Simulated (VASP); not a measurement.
# WSe2: single point with LDA

The system is WSe2, a slab with vacuum.

```
W Se
1.0
     3.33409    0.00000    0.00000
    -1.66705    2.88741    0.00000
     0.00000    0.00000   16.66031
W Se
1 2
Direct
  0.00000 0.00000 0.99897
  0.33333 0.66667 0.10113
  0.33333 0.66667 0.90127
```

```
Program                : VASP 6.6.1
Task                   : single point
Functional             : LDA
Potentials or basis    : VASP PAW LDA potentials, release 64 (W_sv, Se)
Cutoff                 : 500 eV
k mesh                 : 9 × 9 × 2
Occupations            : gaussian, width 0.05 eV
Spin                   : no spin polarisation
Dipole correction      : no
Further INCAR settings : ALGO = Normal; EDIFF = 1e-06; NBANDS = 20
```

```json
{"Largest force": "1.010 eV/Å", "Band gap on the k mesh": "1.47 eV, direct"}
```

Forces on the atoms (eV/Å):
```
W    0.000  0.000  1.010
Se   0.000  0.000 -0.956
Se   0.000  0.000 -0.054
```

Levels at points of the mesh, in eV from the valence-band top:
```tsv
k point	band 11	band 12	band 13	band 14	band 15	band 16
(0.00, 0.00, 0.00)	-1.25	-1.25	-0.20	2.84	2.84	3.15
(0.00, 0.00, 0.50)	-1.25	-1.25	-0.20	2.84	2.84	3.15
```

Wall time 62 s on 1 thread of Intel(R) Xeon(R) Platinum 8488C (Sapphire Rapids), on a shared host, peak memory 0.25 GiB.

Caveat: spin-orbit coupling is left out, which moves the levels of the heavy elements.
